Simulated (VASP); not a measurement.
Here is a VASP 6.6.1 calculation.

File INCAR:

```
SYSTEM = InSb3
  PREC = Accurate
  ENCUT = 520
  EDIFF = 1E-6
  ISMEAR = 0
  SIGMA = 0.1
  LREAL = .False.
  LASPH = .True.
  NELM = 150
  ALGO = Normal
  ISIF = 2
  LWAVE = .False.
  LCHARG = .True.
  LDAU = .True.
  LDAUTYPE = 2
  LDAUL = 2 -1
  LDAUU = 0.54 0
  LDAUJ = 0 0
  LDAUPRINT = 1
  GGA = PE
  LELF = .True.
  LVHAR = .True.
  NBANDS = 22
  ISYM = 0
```

Contents of KPOINTS:

```
Automatic mesh
0
Gamma
  4 5 1
  0 0 0
```

Contents of POSCAR:

```
InSb3
1.0
    4.4053508715      0.0000000000      0.0000000000
    0.0000000000      4.4053508715      0.0000000000
    0.0000000000      0.0000000000      4.4053508715
In Sb
1 3
Direct
    0.0000000000      0.0000000000      0.0000000000
    0.5000000000      0.0000000000      0.5000000000
    0.0000000000      0.5000000000      0.5000000000
    0.5000000000      0.5000000000      0.0000000000
```

Potentials or basis: VASP PAW PBE potentials, release 64 (In_d, Sb).

Command:

```sh
$ cat potpaw_PBE.64/In_d/POTCAR potpaw_PBE.64/Sb/POTCAR > POTCAR
$ mpirun -np 1 vasp_std > vasp.out
```

(1) Predict the pressure.

(2) What does it give for the band gap on the k mesh?

Results:

(1) 31.8 GPa.

(2) zero (bands 14 and 15 overlap by 2.02 eV).

Caveat: the k points lie up to 1.43 Å⁻¹ apart, too coarse for converged energies and pressures of a metal; spin-orbit coupling is left out, which moves the levels of the heavy elements; U without spin polarisation on a metal has little footing; the U is typed as a test and isn't derived for this compound.
